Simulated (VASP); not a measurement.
# C3N (P4/mmm) in VASP: relaxation of cell and atoms with PBE

Aim: the relaxation of cell and atoms of C3N with PBE.

Everything below comes from runs of VASP 6.6.1. Logs are shortened: lines on timing, memory, paths and dates and some standing lists are left out, and cuts for length are marked.

## (1) The cell of the first run

The structure is tetragonal, space group P4/mmm (No. 123). Conventional cell: a = 3.373 Å, b = 3.373 Å, c = 2.391 Å, α = 90.00°, β = 90.00°, γ = 90.00°. Within 2.7 Å of C (site symmetry mmm) lie 10 C at 2.07 to 2.39 Å and 4 N at 2.07 Å. Within 2.7 Å of C (site symmetry 4/mmm) lie 10 C at 2.07 to 2.39 Å and 4 N at 2.38 Å. N (site symmetry 4/mmm) has 12 C at 2.07 to 2.38 Å and 2 N at 2.39 Å within 2.7 Å.

The cell was generated, and may not be a known phase.

## (2) Relaxation of cell and atoms, PBE

Input file INCAR:

```
SYSTEM = C3N
PREC = Accurate
ENCUT = 600
EDIFF = 1E-7
ISMEAR = 0
SIGMA = 0.1
LREAL = .FALSE.
LASPH = .TRUE.
NELM = 60
ALGO = Normal
ISIF = 3
LWAVE = .FALSE.
LCHARG = .FALSE.
GGA = PE
IBRION = 2
NSW = 100
EDIFFG = -0.01
```

Input file KPOINTS:

```
regular mesh
0
G
  14 14 20
  0 0 0
```

Input file POSCAR:

```
C3N
1.0
    3.3728845991      0.0000000000      0.0000000000
    0.0000000000      3.3728845991      0.0000000000
    0.0000000000      0.0000000000      2.3913397421
C N
3 1
Direct
    0.0000000000      0.5000000000      0.5000000000
    0.5000000000      0.0000000000      0.5000000000
    0.5000000000      0.5000000000      0.0000000000
    0.0000000000      0.0000000000      0.0000000000
```

Potentials or basis: VASP PAW PBE potentials, release 64 (C, N).

Started as:

```sh
$ cat potpaw_PBE.64/C/POTCAR potpaw_PBE.64/N/POTCAR > POTCAR
$ mpirun -np 1 vasp_std > vasp.out
```

OUTCAR:

```text
SYSTEM = C3N
   PREC = Accurate
   ENCUT = 600
   EDIFF = 1E-7
   ISMEAR = 0
   LREAL = .FALSE.
   LASPH = .TRUE.
   NELM = 60
   ISIF = 3
   GGA = PE
   IBRION = 2
   NSW = 100
   EDIFFG = -0.01

 ion  position               nearest neighbor table
   1  0.000  0.500  0.500-   3 2.07   3 2.07   3 2.07   3 2.07
   2  0.500  0.000  0.500-   3 2.07   3 2.07   3 2.07   3 2.07
   3  0.500  0.500  0.000-   1 2.07   2 2.07   1 2.07   2 2.07   2 2.07   2 2.07   1 2.07   1 2.07

   4  0.000  0.000  0.000-

  LATTYP: Found a simple tetragonal cell.
 ALAT       =     3.3728845991
 C/A-ratio  =     0.7089894931

  Lattice vectors:

 A1 = (   3.3728845991,   0.0000000000,   0.0000000000)
 A2 = (   0.0000000000,   3.3728845991,   0.0000000000)
 A3 = (   0.0000000000,   0.0000000000,   2.3913397421)

Analysis of symmetry for initial positions (statically):
=====================================================================
 Subroutine PRICEL returns:
 Original cell was already a primitive cell.

 Routine SETGRP: Setting up the symmetry group for a
 simple tetragonal supercell.

 Subroutine GETGRP returns: Found 16 space group operations
 (whereof 16 operations were pure point group operations)
 out of a pool of 16 trial point group operations.

The static configuration has the point symmetry D_4h.

Analysis of symmetry for dynamics (positions and initial velocities):
=====================================================================
 Subroutine PRICEL returns:
 Original cell was already a primitive cell.

 Routine SETGRP: Setting up the symmetry group for a
 simple tetragonal supercell.

 Subroutine GETGRP returns: Found 16 space group operations
 (whereof 16 operations were pure point group operations)
 out of a pool of 16 trial point group operations.

The dynamic configuration has the point symmetry D_4h.

 Subroutine INISYM returns: Found 16 space group operations
 (whereof 16 operations are pure point group operations),
 and found     1 'primitive' translations

----------------------------------------------------------------------------------------

                                     Primitive cell

  volume of cell :      27.2047

  direct lattice vectors                    reciprocal lattice vectors
     3.372884599  0.000000000  0.000000000     0.296482127  0.000000000  0.000000000
     0.000000000  3.372884599  0.000000000     0.000000000  0.296482127  0.000000000
     0.000000000  0.000000000  2.391339742     0.000000000  0.000000000  0.418175629

  length of vectors
     3.372884599  3.372884599  2.391339742     0.296482127  0.296482127  0.418175629

  position of ions in fractional coordinates (direct lattice)
     0.000000000  0.500000000  0.500000000
     0.500000000  0.000000000  0.500000000
     0.500000000  0.500000000  0.000000000
     0.000000000  0.000000000  0.000000000

  ion indices of the primitive-cell ions
   primitive index   ion index
                 1           1
                 2           2
                 3           3
                 4           4

----------------------------------------------------------------------------------------

 KPOINTS: regular mesh

Automatic generation of k-mesh.
 Grid dimensions read from file:
 generate k-points for:   14   14   20

 Generating k-lattice:

  Cartesian coordinates                     Fractional coordinates (reciprocal lattice)
     0.021177295  0.000000000  0.000000000     0.071428571  0.000000000  0.000000000
     0.000000000  0.021177295  0.000000000     0.000000000  0.071428571  0.000000000
[... 68 lines left out ...]
   PSTRESS=    0.0 pullay stress
   NELECT =      17.0000    total number of electrons
   NUPDOWN=      -1.0000    fix difference up-down
   EMIN   =  10.00;   EMAX   =-10.00  energy-range for DOS
   EFERMI =   0.00;   METHOD = LEGACY
   ISMEAR =     0;   SIGMA  =   0.10  broadening in eV -4-tet -1-fermi 0-gaus
   EFERMI_NEDOS =   21; number of points for ismear=-14 and -15
   IALGO  =     38    algorithm
   IMIX   =      4    mixing-type and parameters
     AMIX     =   0.40;   BMIX     =  1.00
     AMIX_MAG =   1.60;   BMIX_MAG =  1.00
  volume/ion in A,a.u.               =       6.80        45.90
  Fermi-wavevector in a.u.,A,eV,Ry     =   1.399619  2.644896 26.652893  1.958932
  Thomas-Fermi vector in A             =   2.522660
   LORBIT       =      0    0 simple, 1 ext, 2 COOP (PROOUT), +10 PAW based schemes
   GGA     = PE    functional components
   LHFCALC =     F    Hartree Fock is set to
   AEXX    =    0.0000 exact exchange contribution
   IVDW    =     0    specifies the selected vdW correction
   LEPSILON=     F    determine dielectric tensor
   LRPA    =     F    only Hartree local field effects (RPA)
 conjugate gradient relaxation of ions
 non-spin polarized calculation
 Gauss-broadening in eV      SIGMA  =   0.10
  energy-cutoff  :      600.00
  volume of cell :       27.20
 maximum number of plane-waves:       936
 NGX is ok and might be reduce to    28
   NGX = 13   NGY = 13   NGZ =  9

--------------------------------------- Ionic step        1  -------------------------------------------

 number of electron      16.9999999 magnetization

 Free energy of the ion-electron system (eV)
  ---------------------------------------------------
  ext. energy  EPLUGINS =         0.00000000
  ---------------------------------------------------
  free energy    TOTEN  =       -18.88611635 eV

  energy without entropy =      -18.87850516  energy(sigma->0) =      -18.88231076

------------------------ aborting loop because EDIFF is reached ----------------------------------------

  FORCE on cell =-STRESS in cart. coord.  units (eV):
  Direction    XX          YY          ZZ          XY          YZ          ZX
  --------------------------------------------------------------------------------------
  -------------------------------------------------------------------------------------
  Total        0.0889606      0.0889606     -0.1176225      0.0000000      0.0000000      0.0000000
  in kB        5.2391875      5.2391875     -6.9271834      0.0000000      0.0000000      0.0000000
  external PRESSURE =       1.1837306 kB  Pullay stress =       0.0000000 kB

 VOLUME and BASIS-vectors are now :
 -----------------------------------------------------------------------------
  energy-cutoff  :      600.00
  volume of cell :       27.20
      direct lattice vectors                 reciprocal lattice vectors
     3.372884599  0.000000000  0.000000000     0.296482127  0.000000000  0.000000000
     0.000000000  3.372884599  0.000000000     0.000000000  0.296482127  0.000000000
     0.000000000  0.000000000  2.391339742     0.000000000  0.000000000  0.418175629

 POSITION                                       TOTAL-FORCE (eV/Angst)
 -----------------------------------------------------------------------------------
      0.00000      1.68644      1.19567         0.000000      0.000000      0.000000
      1.68644      0.00000      1.19567         0.000000      0.000000      0.000000
      1.68644      1.68644      0.00000         0.000000      0.000000      0.000000
      0.00000      0.00000      0.00000         0.000000      0.000000      0.000000
 -----------------------------------------------------------------------------------
    total drift:                                0.000000      0.000000      0.000000

  FREE ENERGIE OF THE ION-ELECTRON SYSTEM (eV)
  ---------------------------------------------------
  free  energy   TOTEN  =       -18.8861163516 eV

  energy  without entropy=      -18.8785051646  energy(sigma->0) =      -18.88231076

--------------------------------------- Ionic step        2  -------------------------------------------

 number of electron      16.9999999 magnetization

 Free energy of the ion-electron system (eV)
  ---------------------------------------------------
  ext. energy  EPLUGINS =         0.00000000
  ---------------------------------------------------
  free energy    TOTEN  =       -18.88631444 eV

  energy without entropy =      -18.87859926  energy(sigma->0) =      -18.88245685

 E-fermi :   7.8960     XC(G=0): -13.0684

 val. band max:        7.8943213654   @ k =   0.5000   0.1429   0.3000
 cond. band min:       7.8979888970   @ k =   0.2857   0.2857   0.1500
 fundamental gap:      0.0036675316
 Fermi energy:         7.8959613285

 k-point     1 :       0.0000    0.0000    0.0000
  band No.  band energies     occupation
      1     -12.1571      2.00000
      2      -3.2629      2.00000
      3      -0.8216      2.00000
      4      -0.8216      2.00000
      5      -0.5274      2.00000
      6       5.8290      2.00000
      7       5.9152      2.00000
      8       5.9152      2.00000
      9       6.6439      2.00000
     10      10.6543      0.00000
     11      12.2638      0.00000
     12      14.0913      0.00000
[... 331 lines left out ...]
 k-point    24 :       0.3571    0.2143    0.0000
  band No.  band energies     occupation
      1     -10.4312      2.00000
      2      -7.0574      2.00000
      3      -3.9428      2.00000
      4      -0.9974      2.00000
      5       4.1080      2.00000
      6       6.4834      2.00000
      7       6.9047      2.00000
      8       7.2358      2.00000
      9       9.7502      0.00000
     10      10.2392      0.00000
     11      11.8361      0.00000
     12      11.8370      0.00000

 [... further k-points ...]
[... 5 lines left out ...]
  --------------------------------------------------------------------------------------
  -------------------------------------------------------------------------------------
  Total       -0.0001634     -0.0001634     -0.0290081      0.0000000      0.0000000      0.0000000
  in kB       -0.0096157     -0.0096157     -1.7071476      0.0000000      0.0000000      0.0000000
  external PRESSURE =      -0.5754597 kB  Pullay stress =       0.0000000 kB

 VOLUME and BASIS-vectors are now :
 -----------------------------------------------------------------------------
  energy-cutoff  :      600.00
  volume of cell :       27.22
      direct lattice vectors                 reciprocal lattice vectors
     3.376503447  0.000000000  0.000000000     0.296164365  0.000000000  0.000000000
     0.000000000  3.376503447  0.000000000     0.000000000  0.296164365 -0.000000000
     0.000000000  0.000000000  2.387947375     0.000000000 -0.000000000  0.418769698

 POSITION                                       TOTAL-FORCE (eV/Angst)
 -----------------------------------------------------------------------------------
      0.00000      1.68825      1.19397         0.000000      0.000000      0.000000
      1.68825      0.00000      1.19397         0.000000     -0.000000      0.000000
      1.68825      1.68825      0.00000         0.000000      0.000000      0.000000
      0.00000      0.00000      0.00000         0.000000     -0.000000      0.000000
 -----------------------------------------------------------------------------------
    total drift:                                0.000000      0.000000      0.000000

  FREE ENERGIE OF THE ION-ELECTRON SYSTEM (eV)
  ---------------------------------------------------
  free  energy   TOTEN  =       -18.8863144403 eV

  energy  without entropy=      -18.8785992607  energy(sigma->0) =      -18.88245685

 reached required accuracy - stopping structural energy minimisation
```

Run time: 73 s. Hardware: 1 thread of Intel Xeon 6975P-C (Granite Rapids), shared host; peak memory 0.26 GiB.

What came out:

* Free energy: -18.8863 eV
* Relaxed volume: 6.81 Å³/atom
* Relaxed cell: a = 3.377 Å, b = 3.377 Å, c = 2.388 Å, α = 90.00°, β = 90.00°, γ = 90.00°
* Space group after relaxing (to 0.1 Å): P4/mmm (No. 123)
* Energy gained by relaxing: 0.0 meV/atom
* Ionic steps: 2
* Pressure after relaxing: -0.1 GPa

Stress tensor (GPa, compression positive):
```
 0.00  0.00  0.00
 0.00  0.00  0.00
 0.00  0.00 -0.17
```

Step by step:
```tsv
step	energy change (eV)	largest force (eV/Å)	pressure (GPa)	volume (Å³)
1	0.0000	0.0000	0.12	27.20
2	-0.0002	0.0000	-0.06	27.22
```

Final structure:
```xyz
4
Lattice="3.3765 0.0000 0.0000 0.0000 3.3765 0.0000 0.0000 0.0000 2.3879" Properties=species:S:1:pos:R:3 pbc="T T T"
C     0.0000    1.6883    1.1940
C     1.6883    0.0000    1.1940
C     1.6883    1.6883    0.0000
N     0.0000    0.0000    0.0000
```

Levels at points of the mesh, in eV from the Fermi level:
```csv
k point,band 6,band 7,band 8,band 9,band 10,band 11
"(0.00, 0.00, 0.00)",-2.07,-1.98,-1.98,-1.25,2.76,4.37
"(0.50, 0.00, 0.00)",-5.91,-0.51,0.88,1.28,1.88,4.16
"(0.50, 0.50, 0.00)",1.23,1.23,1.56,3.03,3.05,3.13
"(0.00, 0.00, 0.50)",-3.67,-3.59,-2.80,-2.80,-2.80,1.90
"(0.50, 0.00, 0.50)",-2.51,-2.50,-2.23,-1.99,-0.58,-0.49
"(0.50, 0.50, 0.50)",-8.48,-8.42,-8.42,2.52,2.52,4.29
```

Caveat: the highest band is partly filled, so the run has too few bands.
